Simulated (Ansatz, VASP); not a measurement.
**Mg in VASP and in Ansatz**

File INCAR:

```
PREC = Accurate
ENCUT = 520
EDIFF = 1E-6
ISMEAR = -1
SIGMA = 0.1
LREAL = False
LASPH = True
NELM = 80
ALGO = Normal
ISIF = 2
LWAVE = False
LCHARG = False
GGA = PE
NBANDS = 7
```

KPOINTS

```
Automatic mesh
0
Gamma
  16 16 16
```

File POSCAR:

```
Mg
1.0
    0.0000000000      2.0791909444      2.0791909444
    2.0791909444      0.0000000000      2.0791909444
    2.0791909444      2.0791909444      0.0000000000
Mg
1
Direct
    0.0000000000      0.0000000000      0.0000000000
```

Input for Ansatz:

```yaml
crystal:
  lattice:
    - [0.0, 2.0791909444, 2.0791909444]
    - [2.0791909444, 0.0, 2.0791909444]
    - [2.0791909444, 2.0791909444, 0.0]
  atoms:
    - { symbol: Mg, position: [0.0, 0.0, 0.0] }
kpoints:
  mp_grid: { grid: [16, 16, 16] }
scf:
  occupations: { method: fermi_dirac, width: 0.1 }
hamiltonian:
  xc: pbe
  pseudopotentials: { kind: paw }
output:
  forces: true
  stress: true
  eigenvalues: true
```

Change from the starting cell: volume scaled by 0.777, to set the pressure.

Alike in both runs: task single point; functional PBE; k mesh 16 × 16 × 16; occupations fermi-dirac, width 0.1 eV; no spin polarisation.

|  | VASP | Ansatz |
| --- | --- | --- |
| version | VASP 6.6.1 | Ansatz 0.2.0 |
| potentials or method | VASP PAW PBE potentials, release 64 (Mg) | PAW with Ansatz's default frozen-core files, scalar-relativistic |
| plane-wave cutoff (eV) | 520 | 420 |
| valence electrons in the cell | 2 | 10 |

|  | VASP | Ansatz | Ansatz less VASP |
| --- | --- | --- | --- |
| pressure (GPa) | 14.5 | 14.5 | +0.04 |

VASP's potentials hold 2 valence electrons a cell and Ansatz's 10, so a difference there can come from the potentials and not from the codes.
